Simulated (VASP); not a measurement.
The system is Pt3Rh.

```
Rh Pt
1.0
     3.93541    0.00000    0.00000
     0.00000    3.93541    0.00000
     0.00000    0.00000    3.93541
Rh Pt
1 3
Direct
  0.50000 0.50000 0.50000
  0.50000 0.00000 0.00000
  0.00000 0.50000 0.00000
  0.00000 0.00000 0.50000
```

```yaml
Program: VASP 6.6.1
Task: relaxation of cell and atoms
Functional: LDA
Potentials_or_basis: VASP PAW LDA potentials, release 64 (Rh_pv, Pt)
Cutoff: 600 eV
k_mesh: 12 × 12 × 12
Occupations: gaussian, width 0.1 eV
Spin: no spin polarisation
```

At the start: pressure -14.9 GPa; volume 15.24 Å³/atom.

Q: How do energy, volume and symmetry change on relaxing?

A: Over 7 steps the energy falls by 41.1 meV/atom and the volume is 14.41 Å³/atom (-5.5 %); space group Pm-3m (No. 221, to 0.05 Å).

Step by step:
| step | energy change (eV) | largest force (eV/Å) | pressure (GPa) | volume (Å³) |
| --- | --- | --- | --- | --- |
| 1 | 0.0000 | 0.0000 | -14.93 | 60.95 |
| 2 | 1.4591 | 0.0000 | 73.08 | 49.26 |
| 3 | -0.1637 | 0.0000 | -1.08 | 57.82 |
| 4 | -0.1643 | 0.0000 | -0.22 | 57.67 |
| 5 | -0.1643 | 0.0000 | 0.12 | 57.60 |
| 6 | -0.1643 | 0.0000 | -0.29 | 57.68 |
| 7 | -0.1643 | 0.0000 | 0.00 | 57.63 |

Final structure:
```
Rh Pt
1.0
     3.86255    0.00000    0.00000
     0.00000    3.86255    0.00000
     0.00000    0.00000    3.86255
Rh Pt
1 3
Direct
  0.50000 0.50000 0.50000
  0.50000 0.00000 0.00000
  0.00000 0.50000 0.00000
  0.00000 0.00000 0.50000
```
